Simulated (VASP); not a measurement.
# Si in VASP: a series of runs, part 2 of 2

VASP 6.6.1. Earlier steps stand in the parts before.

## Step 5: Single point, LDA

INCAR reads:

```
SYSTEM = Si
PREC = Accurate
ENCUT = 520
EDIFF = 1E-6
ISMEAR = -1
SIGMA = 0.02
LREAL = .FALSE.
LASPH = .TRUE.
NELM = 100
ALGO = Normal
ISIF = 2
LWAVE = .FALSE.
LCHARG = .FALSE.
LDIPOL = .TRUE.
IDIPOL = 3
DIPOL = 0.5 0.5 0.500
GGA = CA
NBANDS = 21
```

KPOINTS reads:

```
Automatic mesh
0
G
  7 5 1
  0 0 0
```

POSCAR reads:

```
Si
1.0
    3.8197434381      0.0000000000      0.0000000000
    0.0000000000      5.4019329750      0.0000000000
    0.0000000000      0.0000000000     19.8197000000
Si
6
Direct
    0.7500000000      0.1162719829      0.4076206252
    0.2500000000      0.8837280171      0.4076206252
    0.2500000000      0.6226187183      0.5000000013
    0.7500000000      0.3773812817      0.5000000013
    0.7500000000      0.1162719803      0.5923793735
    0.2500000000      0.8837280197      0.5923793735
```

Potentials or basis: VASP PAW LDA potentials, release 64 (Si).

On the command line:

```console
$ cat potpaw_LDA.64/Si/POTCAR > POTCAR
$ mpirun -np 1 vasp_std > vasp.out
```

OUTCAR:

```text
SYSTEM = Si
   PREC = Accurate
   ENCUT = 520
   EDIFF = 1E-6
   ISMEAR = -1
   LREAL = .FALSE.
   LASPH = .TRUE.
   NELM = 100
   ISIF = 2
   GGA = CA

 ion  position               nearest neighbor table
   1  0.750  0.116  0.408-   2 2.29   2 2.29   4 2.31
   2  0.250  0.884  0.408-   1 2.29   1 2.29   3 2.31
   3  0.250  0.623  0.500-   6 2.31   2 2.31   4 2.32   4 2.32
   4  0.750  0.377  0.500-   5 2.31   1 2.31   3 2.32   3 2.32
   5  0.750  0.116  0.592-   6 2.29   6 2.29   4 2.31
   6  0.250  0.884  0.592-   5 2.29   5 2.29   3 2.31

  LATTYP: Found a simple orthorhombic cell.
 ALAT       =     3.8197434381
 B/A-ratio  =     1.4142135624
 C/A-ratio  =     5.1887516325

  Lattice vectors:

 A1 = (   3.8197434381,   0.0000000000,   0.0000000000)
 A2 = (   0.0000000000,   5.4019329750,   0.0000000000)
 A3 = (   0.0000000000,   0.0000000000,  19.8197000000)

Analysis of symmetry for initial positions (statically):
=====================================================================
 Subroutine PRICEL returns:
 Original cell was already a primitive cell.

 Routine SETGRP: Setting up the symmetry group for a
 simple orthorhombic supercell.

 Subroutine GETGRP returns: Found  8 space group operations
 (whereof  4 operations were pure point group operations)
 out of a pool of  8 trial point group operations.

The static configuration has the point symmetry C_2h.
 The point group associated with its full space group is D_2h.

Analysis of symmetry for dynamics (positions and initial velocities):
=====================================================================
 Subroutine PRICEL returns:
 Original cell was already a primitive cell.

 Routine SETGRP: Setting up the symmetry group for a
 simple orthorhombic supercell.

 Subroutine GETGRP returns: Found  8 space group operations
 (whereof  4 operations were pure point group operations)
 out of a pool of  8 trial point group operations.

The dynamic configuration has the point symmetry C_2h.
 The point group associated with its full space group is D_2h.

 Subroutine INISYM returns: Found  8 space group operations
 (whereof  4 operations are pure point group operations),
 and found     1 'primitive' translations

----------------------------------------------------------------------------------------

                                     Primitive cell

  volume of cell :     408.9597

  direct lattice vectors                    reciprocal lattice vectors
     3.819743438  0.000000000  0.000000000     0.261797688  0.000000000  0.000000000
     0.000000000  5.401932975  0.000000000     0.000000000  0.185118920  0.000000000
     0.000000000  0.000000000 19.819700000     0.000000000  0.000000000  0.050454850

  length of vectors
     3.819743438  5.401932975 19.819700000     0.261797688  0.185118920  0.050454850

  position of ions in fractional coordinates (direct lattice)
     0.750000000  0.116271983  0.407620625
     0.250000000  0.883728017  0.407620625
     0.250000000  0.622618718  0.500000001
     0.750000000  0.377381282  0.500000001
     0.750000000  0.116271980  0.592379374
     0.250000000  0.883728020  0.592379374

  ion indices of the primitive-cell ions
   primitive index   ion index
                 1           1
                 2           2
                 3           3
[... 42 lines left out ...]
  0.285714  0.400000  0.000000      4.000000
  0.428571  0.400000  0.000000      4.000000
   k-points           NKPTS =     12   k-points in BZ     NKDIM =     12   number of bands    NBANDS=     21
   number of dos      NEDOS =    301   number of ions     NIONS =      6
   total plane-waves  NPLWV = 168000
   dimension x,y,z NGX =    28 NGY =   40 NGZ =  150
   dimension x,y,z NGXF=    56 NGYF=   80 NGZF=  300
   ions per type =               6
   NGX,Y,Z   is equivalent  to a cutoff of  12.19, 12.31, 12.58 a.u.
   NGXF,Y,Z  is equivalent  to a cutoff of  24.37, 24.62, 25.16 a.u.
 SYSTEM =  Si
   PREC   = accura    normal or accurate (medium, high low for compatibility)
   ISTART =      0    job   : 0-new  1-cont  2-samecut
   ICHARG =      2    charge: 1-file 2-atom 10-const
   ISPIN  =      1    spin polarized calculation?
   LNONCOLLINEAR =      F non collinear calculations
   LSORBIT =      F    spin-orbit coupling
   LASPH  =      T    aspherical Exc in radial PAW
   ENCUT  =  520.0 eV  38.22 Ry    6.18 a.u.   7.10 10.04 36.85*2*pi/ulx,y,z
   NELM   =    100;   NELMIN=  2; NELMDL= -5     # of ELM steps
   EDIFF  = 0.1E-05   stopping-criterion for ELM
   LREAL  =      F    real-space projection
   EDIFFG = 0.1E-04   stopping-criterion for IOM
   NSW    =      0    number of steps for IOM
   IBRION =     -1    ionic relax: 0-MD 1-quasi-New 2-CG
   NFREE  =      0    steps in history (QN), initial steepest desc. (CG)
   ISIF   =      2    stress and relaxation
   ISYM   =      2    0-nonsym 1-usesym 2-fastsym
   POTIM  = 0.5000    time-step for ionic-motion
   TEBEG  =    0.0;   TEEND  =   0.0 temperature during run
   PSTRESS=    0.0 pullay stress
   NELECT =      24.0000    total number of electrons
   NUPDOWN=      -1.0000    fix difference up-down
   EMIN   =  10.00;   EMAX   =-10.00  energy-range for DOS
   EFERMI =   0.00;   METHOD = LEGACY
   ISMEAR =    -1;   SIGMA  =   0.02  broadening in eV -4-tet -1-fermi 0-gaus
   EFERMI_NEDOS =   21; number of points for ismear=-14 and -15
   IALGO  =     38    algorithm
   IMIX   =      4    mixing-type and parameters
     AMIX     =   0.40;   BMIX     =  1.00
     AMIX_MAG =   1.60;   BMIX_MAG =  1.00
  volume/ion in A,a.u.               =      68.16       459.97
  Fermi-wavevector in a.u.,A,eV,Ry     =   0.636187  1.202220  5.506747  0.404734
  Thomas-Fermi vector in A             =   1.700773
   LORBIT       =      0    0 simple, 1 ext, 2 COOP (PROOUT), +10 PAW based schemes
   GGA     = CA    functional components
   LHFCALC =     F    Hartree Fock is set to
   AEXX    =    0.0000 exact exchange contribution
   IVDW    =     0    specifies the selected vdW correction
   LEPSILON=     F    determine dielectric tensor
   LRPA    =     F    only Hartree local field effects (RPA)
 non-spin polarized calculation
  energy-cutoff  :      520.00
  volume of cell :      408.96
 maximum number of plane-waves:     11046
   NGX = 15   NGY = 21   NGZ = 73

 dipolmoment           0.000000      0.000000     -0.000000 electrons x Angstroem

 number of electron      24.0000000 magnetization

 dipolmoment           0.000000      0.000000      0.000000 electrons x Angstroem

 Free energy of the ion-electron system (eV)
  ---------------------------------------------------
  ext. energy  EPLUGINS =         0.00000000
  ---------------------------------------------------
  free energy    TOTEN  =       -31.24663412 eV

  energy without entropy =      -31.23894750  energy(sigma->0) =      -31.24279081

 E-fermi :  -1.9001     XC(G=0):  -3.6511

 val. band max:       -1.9291571979   @ k =   0.1429   0.0000   0.0000
 cond. band min:      -1.8869660926   @ k =   0.2857   0.4000   0.0000
 fundamental gap:      0.0421911053
 Fermi energy:        -1.9001177202

 k-point     1 :       0.0000    0.0000    0.0000
  band No.  band energies     occupation
      1     -13.3492      2.00000
      2     -11.5459      2.00000
      3     -10.0437      2.00000
      4      -8.9465      2.00000
      5      -6.3290      2.00000
      6      -5.1801      2.00000
[... 277 lines left out ...]
     20       3.0176      0.00000
     21       3.1867      0.00000

------------------------ aborting loop because EDIFF is reached ----------------------------------------

 vacuum level on the upper side and lower side of the slab       (xc-potential included)        -0.087        -0.087

  FORCE on cell =-STRESS in cart. coord.  units (eV):
  Direction    XX          YY          ZZ          XY          YZ          ZX
  --------------------------------------------------------------------------------------
  -------------------------------------------------------------------------------------
  Total        0.3845227      0.5131365      0.0205755     -0.0000000      0.0000000      0.0000000
  in kB        1.5064407      2.0103098      0.0806085     -0.0000000      0.0000000      0.0000000
  external PRESSURE =       1.1991197 kB  Pullay stress =       0.0000000 kB

 VOLUME and BASIS-vectors are now :
 -----------------------------------------------------------------------------
  energy-cutoff  :      520.00
  volume of cell :      408.96
      direct lattice vectors                 reciprocal lattice vectors
     3.819743438  0.000000000  0.000000000     0.261797688  0.000000000  0.000000000
     0.000000000  5.401932975  0.000000000     0.000000000  0.185118920  0.000000000
     0.000000000  0.000000000 19.819700000     0.000000000  0.000000000  0.050454850

 POSITION                                       TOTAL-FORCE (eV/Angst)
 -----------------------------------------------------------------------------------
      2.86481      0.62809      8.07892         0.000000     -0.002383     -0.004414
      0.95494      4.77384      8.07892         0.000000      0.002383     -0.004414
      0.95494      3.36334      9.90985         0.000000     -0.001675      0.000000
      2.86481      2.03859      9.90985         0.000000      0.001675      0.000000
      2.86481      0.62809     11.74078         0.000000     -0.002383      0.004414
      0.95494      4.77384     11.74078         0.000000      0.002383      0.004414
 -----------------------------------------------------------------------------------
    total drift:                                0.000000     -0.000000      0.000001

  FREE ENERGIE OF THE ION-ELECTRON SYSTEM (eV)
  ---------------------------------------------------
  free  energy   TOTEN  =       -31.2466341175 eV

  energy  without entropy=      -31.2389474997  energy(sigma->0) =      -31.24279081

 vacuum level on the upper side and lower side of the slab         3.062         3.062
```

Run time: 2.5 min. Hardware: 1 thread of Intel Xeon 8259CL, shared host; peak memory 0.34 GiB.

What came out:

* Free energy: -31.2466 eV
* Largest force: 0.005 eV/Å
* Band gap on the k mesh: zero (bands 12 and 13 overlap by 0.26 eV)

Forces on the atoms (eV/Å):
```
Si   0.000 -0.002 -0.004
Si   0.000  0.002 -0.004
Si   0.000 -0.002  0.000
Si   0.000  0.002  0.000
Si   0.000 -0.002  0.004
Si   0.000  0.002  0.004
```

## Step 6: Single point, LDA

INCAR reads:

```
PREC = Accurate ; ENCUT = 520
EDIFF = 1E-6 ; ISMEAR = -1
SIGMA = 0.02 ; LREAL = False
LASPH = True ; NELM = 60
ALGO = Normal ; ISIF = 2
LWAVE = False ; LCHARG = False
LDIPOL = True ; IDIPOL = 3
DIPOL = 0.5 0.5 0.500 ; NBANDS = 21
```

KPOINTS reads:

```
regular mesh
0
Gamma
  7 5 1
```

POSCAR is that of step 5.

Potentials or basis: VASP PAW LDA potentials, release 64 (Si).

On the command line:

```console
$ cat potpaw_LDA.64/Si/POTCAR > POTCAR
$ mpirun -np 1 vasp_std > vasp.out
```

Wall time 2.7 min (1 thread of Intel Xeon 8259CL, shared host); peak memory 0.34 GiB.

It converged, with:

| Quantity | Value |
| --- | --- |
| Free energy | -31.2466 eV |
| Largest force | 0.005 eV/Å |
| Band gap on the k mesh | zero (bands 12 and 13 overlap by 0.26 eV) |

Forces on the atoms (eV/Å):
```
Si   0.000 -0.002 -0.004
Si   0.000  0.002 -0.004
Si   0.000 -0.002  0.000
Si   0.000  0.002  0.000
Si   0.000 -0.002  0.004
Si   0.000  0.002  0.004
```

Levels at points of the mesh, in eV from the Fermi level:
```csv
k point,band 8,band 9,band 10,band 11,band 12,band 13,band 14,band 15,band 16,band 17
"(0.00, 0.00, 0.00)",-2.50,-1.33,-0.76,-0.34,-0.30,0.34,1.10,2.16,2.54,3.08
```

## Step 7: Summary

| task | cell | gap on the mesh (eV) | largest force (eV/Å) |
| --- | --- | --- | --- |
| relaxation of the atoms | atoms relaxed from a = 3.820, b = 5.402, c = 19.820 Å, 6 atoms, atomic positions A | none | 0.01 |
| single point | a = 3.820, b = 5.402, c = 10.662 Å, 6 atoms, atomic positions A | none | 0.01 |
| single point | a = 3.820, b = 5.402, c = 19.820 Å, 6 atoms, atomic positions B | none | 0.62 |
| single point | a = 3.820, b = 5.402, c = 19.820 Å, 6 atoms, atomic positions A | none | 0.01 |

Alike in all rows: level LDA; potentials or basis VASP PAW LDA potentials, release 64 (Si); no spin polarisation; k mesh 7 × 5 × 1; cutoff (eV) 520; smearing fermi-dirac 0.02 eV.

Caveats: the relaxation stopped at its first step, so nothing moved (at least some runs).

Total energies depend on the potentials used, so only differences within one code and one set of settings carry meaning.
